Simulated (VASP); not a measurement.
# Hf7S (P-3m1) in VASP: relaxation of cell and atoms with PBE

Aim: the relaxation of cell and atoms of Hf7S with PBE.

Program: VASP 6.6.1. These are calculated values, not measurements. Logs are shortened: lines on timing, memory, paths and dates and some standing lists are left out, and cuts for length are marked.

## 1. The cell of the first run

Symmetry: P-3m1, No. 164, trigonal system. Conventional cell: a = 3.257 Å, b = 3.257 Å, c = 18.820 Å, α = 90.00°, β = 90.00°, γ = 120.00°. Within 4.2 Å of Hf (site symmetry -3m) lie 12 Hf at 3.17 to 3.26 Å. Within 4.2 Å of Hf (site symmetry 3m) lie 12 Hf at 3.17 to 3.26 Å. Within 4.1 Å of Hf (site symmetry 3m) lie 12 Hf at 3.08 to 3.26 Å. Hf (site symmetry 3m) has 3 S at 2.63 Å and 9 Hf at 3.08 to 3.26 Å within 3.5 Å. Within 3.5 Å of S (site symmetry -3m) lie 6 Hf at 2.63 Å and 6 S at 3.26 Å.

## 2. Relaxation of cell and atoms, PBE

File INCAR:

```
ALGO     = Normal         # electronic algorithm
EDIFF    = 1E-7           # SCF threshold, eV
EDIFFG   = -0.01          # ionic threshold
ENCUT    = 600            # plane-wave cutoff, eV
GGA      = PE             # functional
IBRION   = 2              # ionic algorithm
ISIF     = 3              # what is computed and relaxed
ISMEAR   = 0              # smearing method
LASPH    = T              # aspherical terms in the spheres
LCHARG   = F              # write CHGCAR
LREAL    = F              # projectors in reciprocal space
LWAVE    = F              # write WAVECAR
NELM     = 60             # most SCF steps
NSW      = 100            # ionic steps
PREC     = Accurate       # precision mode
SIGMA    = 0.1            # smearing width, eV
```

File KPOINTS:

```
k-points
0
Gamma
  12 12 2
```

File POSCAR:

```
Hf7S
1.0
    3.2573467545      0.0000000000      0.0000000000
   -1.6286733773      2.8209450384      0.0000000000
    0.0000000000      0.0000000000     18.8199274098
Hf S
7 1
Direct
    0.0000000000      0.0000000000      0.5000000000
    0.3333333333      0.6666666667      0.3645955369
    0.6666666667      0.3333333333      0.6354044631
    0.3333333333      0.6666666667      0.7726503445
    0.6666666667      0.3333333333      0.9024976465
    0.3333333333      0.6666666667      0.0975023535
    0.6666666667      0.3333333333      0.2273496555
    0.0000000000      0.0000000000      0.0000000000
```

Potentials or basis: VASP PAW PBE potentials, release 64 (Hf_pv, S).

Launch:

```
$ cat potpaw_PBE.64/Hf_pv/POTCAR potpaw_PBE.64/S/POTCAR > POTCAR
$ mpirun -np 1 vasp_std > vasp.out
```

OUTCAR:

```text
EDIFF = 1E-7
   EDIFFG = -0.01
   ENCUT = 600
   GGA = PE
   IBRION = 2
   ISIF = 3
   ISMEAR = 0
   LASPH = T
   LREAL = F
   NELM = 60
   NSW = 100
   PREC = Accurate

 ion  position               nearest neighbor table
   1  0.000  0.000  0.500-   2 3.17   3 3.17   3 3.17   2 3.17   3 3.17   2 3.17
   2  0.333  0.667  0.365-   1 3.17   1 3.17   1 3.17   7 3.20   7 3.20   7 3.20
   3  0.667  0.333  0.635-   1 3.17   1 3.17   1 3.17   4 3.20   4 3.20   4 3.20
   4  0.333  0.667  0.773-   5 3.08   5 3.08   5 3.08   3 3.20   3 3.20   3 3.20
   5  0.667  0.333  0.902-   8 2.63   8 2.63   8 2.63   4 3.08   4 3.08   4 3.08
   6  0.333  0.667  0.098-   8 2.63   8 2.63   8 2.63   7 3.08   7 3.08   7 3.08
   7  0.667  0.333  0.227-   6 3.08   6 3.08   6 3.08   2 3.20   2 3.20   2 3.20
   8  0.000  0.000  0.000-   5 2.63   6 2.63   5 2.63   6 2.63   5 2.63   6 2.63

  LATTYP: Found a hexagonal cell.
 ALAT       =     3.2573467545
 C/A-ratio  =     5.7776862054

  Lattice vectors:

 A1 = (   3.2573467545,   0.0000000000,   0.0000000000)
 A2 = (  -1.6286733773,   2.8209450384,   0.0000000000)
 A3 = (   0.0000000000,   0.0000000000,  18.8199274098)

Analysis of symmetry for initial positions (statically):
=====================================================================
 Subroutine PRICEL returns:
 Original cell was already a primitive cell.

 Routine SETGRP: Setting up the symmetry group for a
 hexagonal supercell.

 Subroutine GETGRP returns: Found 12 space group operations
 (whereof 12 operations were pure point group operations)
 out of a pool of 24 trial point group operations.

The static configuration has the point symmetry D_3d.

Analysis of symmetry for dynamics (positions and initial velocities):
=====================================================================
 Subroutine PRICEL returns:
 Original cell was already a primitive cell.

 Routine SETGRP: Setting up the symmetry group for a
 hexagonal supercell.

 Subroutine GETGRP returns: Found 12 space group operations
 (whereof 12 operations were pure point group operations)
 out of a pool of 24 trial point group operations.

The dynamic configuration has the point symmetry D_3d.

 Subroutine INISYM returns: Found 12 space group operations
 (whereof 12 operations are pure point group operations),
 and found     1 'primitive' translations

----------------------------------------------------------------------------------------

                                     Primitive cell

  volume of cell :     172.9325

  direct lattice vectors                    reciprocal lattice vectors
     3.257346754  0.000000000  0.000000000     0.306998326  0.177245566  0.000000000
    -1.628673377  2.820945038  0.000000000     0.000000000  0.354491132  0.000000000
[... 108 lines left out ...]
   NELECT =      76.0000    total number of electrons
   NUPDOWN=      -1.0000    fix difference up-down
   EMIN   =  10.00;   EMAX   =-10.00  energy-range for DOS
   EFERMI =   0.00;   METHOD = LEGACY
   ISMEAR =     0;   SIGMA  =   0.10  broadening in eV -4-tet -1-fermi 0-gaus
   EFERMI_NEDOS =   21; number of points for ismear=-14 and -15
   IALGO  =     38    algorithm
   IMIX   =      4    mixing-type and parameters
     AMIX     =   0.40;   BMIX     =  1.00
     AMIX_MAG =   1.60;   BMIX_MAG =  1.00
  volume/ion in A,a.u.               =      21.62       145.88
  Fermi-wavevector in a.u.,A,eV,Ry     =   1.244669  2.352083 21.078155  1.549201
  Thomas-Fermi vector in A             =   2.378925
   LORBIT       =      0    0 simple, 1 ext, 2 COOP (PROOUT), +10 PAW based schemes
   GGA     = PE    functional components
   LHFCALC =     F    Hartree Fock is set to
   AEXX    =    0.0000 exact exchange contribution
   IVDW    =     0    specifies the selected vdW correction
   LEPSILON=     F    determine dielectric tensor
   LRPA    =     F    only Hartree local field effects (RPA)
 conjugate gradient relaxation of ions
 non-spin polarized calculation
 Gauss-broadening in eV      SIGMA  =   0.10
  energy-cutoff  :      600.00
  volume of cell :      172.93
 maximum number of plane-waves:      5860
 NGX is ok and might be reduce to    28
   NGX = 13   NGY = 13   NGZ = 75

--------------------------------------- Ionic step        1  -------------------------------------------

 number of electron      75.9999998 magnetization

 Free energy of the ion-electron system (eV)
  ---------------------------------------------------
  ext. energy  EPLUGINS =         0.00000000
  ---------------------------------------------------
  free energy    TOTEN  =       -75.92271115 eV

  energy without entropy =      -75.88521472  energy(sigma->0) =      -75.90396293

------------------------ aborting loop because EDIFF is reached ----------------------------------------

  FORCE on cell =-STRESS in cart. coord.  units (eV):
  Direction    XX          YY          ZZ          XY          YZ          ZX
  --------------------------------------------------------------------------------------
  -------------------------------------------------------------------------------------
  Total       -0.3082137     -0.3082137     -1.4430107      0.0000000      0.0000000      0.0000000
  in kB       -2.8555248     -2.8555248    -13.3691431      0.0000000      0.0000000      0.0000000
  external PRESSURE =      -6.3600643 kB  Pullay stress =       0.0000000 kB
[... 323 lines left out ...]
--------------------------------------- Ionic step        9  -------------------------------------------

 number of electron      75.9999999 magnetization

 Free energy of the ion-electron system (eV)
  ---------------------------------------------------
  ext. energy  EPLUGINS =         0.00000000
  ---------------------------------------------------
  free energy    TOTEN  =       -75.92752452 eV

  energy without entropy =      -75.89057175  energy(sigma->0) =      -75.90904813

 E-fermi :   5.2424     XC(G=0): -11.2575

 val. band max:        5.2292565469   @ k =   0.1667  -0.0000   0.5000
 cond. band min:       5.2453772021   @ k =   0.1667   0.0833   0.5000
 fundamental gap:      0.0161206552
 Fermi energy:         5.2424132309

 k-point     1 :       0.0000    0.0000    0.0000
  band No.  band energies     occupation
      1     -25.9405      2.00000
      2     -25.8863      2.00000
      3     -25.6021      2.00000
      4     -25.4414      2.00000
      5     -25.3973      2.00000
      6     -25.3973      2.00000
[... 1141 lines left out ...]
     44       6.4545      0.00000
     45       6.5134      0.00000

 [... further k-points ...]
[... 5 lines left out ...]
  --------------------------------------------------------------------------------------
  -------------------------------------------------------------------------------------
  Total       -0.0188878     -0.0188878     -0.0162569      0.0000000      0.0000000     -0.0000000
  in kB       -0.1759128     -0.1759128     -0.1514101      0.0000000      0.0000000     -0.0000000
  external PRESSURE =      -0.1677452 kB  Pullay stress =       0.0000000 kB
[... 23 lines left out ...]
  FREE ENERGIE OF THE ION-ELECTRON SYSTEM (eV)
  ---------------------------------------------------
  free  energy   TOTEN  =       -75.9275245209 eV

  energy  without entropy=      -75.8905717469  energy(sigma->0) =      -75.90904813

 reached required accuracy - stopping structural energy minimisation
```

Run time: 24 min. Hardware: 1 thread of Intel Xeon 6975P-C (Granite Rapids), shared host; peak memory 0.53 GiB.

What came out:

- Free energy: -75.9275 eV
- Relaxed volume: 21.50 Å³/atom
- Relaxed cell: a = 3.260 Å, b = 3.260 Å, c = 18.694 Å, α = 90.00°, β = 90.00°, γ = 120.00°
- Space group after relaxing (to 0.05 Å): P-3m1 (No. 164)
- Energy gained by relaxing: 0.6 meV/atom
- Ionic steps: 9
- Pressure after relaxing: 0.0 GPa
- Largest force after relaxing: 0.008 eV/Å
- Band gap on the k mesh: zero (band 38 reaches 6.25 eV, above the bottom of band 39 at 4.89 eV)

Forces on the atoms (eV/Å):
```
Hf   0.000  0.000  0.000
Hf   0.000  0.000  0.004
Hf   0.000  0.000 -0.004
Hf   0.000  0.000 -0.004
Hf   0.000  0.000 -0.008
Hf   0.000  0.000  0.008
Hf   0.000  0.000  0.004
S    0.000  0.000  0.000
```

The path:
```tsv
step	energy change (eV)	largest force (eV/Å)	pressure (GPa)	volume (Å³)
1	0.0000	0.0292	-0.64	172.93
2	-0.0016	0.0508	0.82	170.79
3	-0.0039	0.0292	0.18	171.72
4	-0.0048	0.0211	0.01	172.01
5	-0.0048	0.0206	0.00	172.02
6	-0.0048	0.0205	0.00	172.02
7	-0.0048	0.0118	-0.01	172.03
8	-0.0048	0.0104	-0.02	172.03
9	-0.0048	0.0083	-0.02	172.03
```

Final structure:
```xyz
8
Lattice="3.2597 0.0000 0.0000 -1.6299 2.8230 0.0000 0.0000 0.0000 18.6939" Properties=species:S:1:pos:R:3 pbc="T T T"
Hf   -1.6299    2.8230    9.3469
Hf    0.0000    1.8820    6.8171
Hf    1.6299    0.9410   11.8767
Hf    0.0000    1.8820   14.4405
Hf    1.6299    0.9410   16.8742
Hf    0.0000    1.8820    1.8196
Hf    1.6299    0.9410    4.2534
S    -1.6299    2.8230    0.0000
```

Caveat: spin-orbit coupling is left out, which moves the levels of the heavy elements.
